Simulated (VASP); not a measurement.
Write the native input for VASP 6.6.1 that does the following.

| Property | Result |
| --- | --- |
| Task | single point |
| Functional | PBE |
| Potentials or basis | VASP PAW PBE potentials, release 64 (K_sv) |
| Cutoff | 520 eV |
| k mesh | 14 × 14 × 14 |
| Occupations | gaussian, width 0.15 eV |
| Spin | no spin polarisation |
| Dipole correction | no |
| Further INCAR settings | ALGO = Fast; EDIFF = 1e-06; NBANDS = 10 |

The structure of K lies in POSCAR:

```
K
1.0
   -3.8482188601      2.7487277572      2.7487277572
    2.7487277572     -3.8482188601      2.7487277572
    2.7487277572      2.7487277572     -3.8482188601
K
1
Direct
    0.0000000000      0.0000000000      0.0000000000
```

This cell differs from its parent crystal: ratio of the length along [111] to the lengths across it x 0.5, volume and fractional coordinates fixed.

One way to write it, as run:

INCAR

```
SYSTEM = K
ALGO = Fast
EDIFF = 1E-6
ENCUT = 520
GGA = PE
ISIF = 2
ISMEAR = 0
LASPH = .TRUE.
LCHARG = .TRUE.
LELF = .TRUE.
LREAL = .FALSE.
LVHAR = .TRUE.
LWAVE = .FALSE.
NBANDS = 10
NELM = 100
PREC = Accurate
SIGMA = 0.15
```

KPOINTS

```
k-points
0
G
  14 14 14
  0 0 0
```

Potentials or basis: VASP PAW PBE potentials, release 64 (K_sv).

Command:

```console
$ cat potpaw_PBE.64/K_sv/POTCAR > POTCAR
$ mpirun -np 1 vasp_std > vasp.out
```

It gave:

| Item | Value |
| --- | --- |
| Pressure | 1.7 GPa |

It took 9 min on 1 thread of Intel(R) Xeon(R) Platinum 8175M CPU @ 2.50GHz (Skylake/Cascade Lake), on a shared host, peak memory 0.38 GiB.
